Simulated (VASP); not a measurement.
Input of a VASP 6.6.1 run:

POSCAR

```
PbF2
1.0
    0.0000000000      2.8769807299      3.1646788029
    2.8769807299      0.0000000000      3.1646788029
    2.8769807299      2.8769807299      0.0000000000
Pb F
1 2
Direct
    0.0000000000      0.0000000000      0.0000000000
    0.2500000000      0.2500000000      0.2500000000
    0.7500000000      0.7500000000      0.7500000000
```

The input INCAR.step1:

```
SYSTEM = PbF2
PREC = Accurate
ENCUT = 520
ISMEAR = 0
SIGMA = 0.05
LREAL = .FALSE.
LASPH = .TRUE.
NELM = 80
NBANDS = 21
GGA = PE
ALGO = Normal
EDIFF = 1E-4
LWAVE = .TRUE.
LCHARG = .FALSE.
```

File INCAR.step2:

```
SYSTEM = PbF2
PREC = Accurate
ENCUT = 520
EDIFF = 1E-7
ISMEAR = 0
SIGMA = 0.05
LREAL = .FALSE.
LASPH = .TRUE.
NELM = 80
ALGO = Normal
ISIF = 2
LWAVE = .FALSE.
LCHARG = .FALSE.
METAGGA = R2SCAN
LMIXTAU = .TRUE.
NBANDS = 21
ISTART = 1
```

The input KPOINTS:

```
Automatic mesh
0
G
  8 8 8
  0 0 0
```

Potentials or basis: VASP PAW PBE potentials, release 64 (Pb_d, F).

Run with:

```console
$ cat potpaw_PBE.64/Pb_d/POTCAR potpaw_PBE.64/F/POTCAR > POTCAR
$ cp INCAR.step1 INCAR
$ mpirun -np 1 vasp_std > vasp.out
$ cp INCAR.step2 INCAR
$ mpirun -np 1 vasp_std > vasp.out
```

Question: What does it give for the pressure?

Answer: -1.1 GPa.

Question: Predict the band gap on the k mesh.

Answer: 4.58 eV (least direct gap 5.00 eV).

Stress tensor (GPa, compression positive):
```
 0.70  0.00  0.00
 0.00  0.70  0.00
 0.00  0.00 -4.73
```

Caveat: the PAW data sets were made with another functional, which shifts forces and pressure a little; spin-orbit coupling is left out, which moves the levels of the heavy elements. A k mesh can miss the band edges.
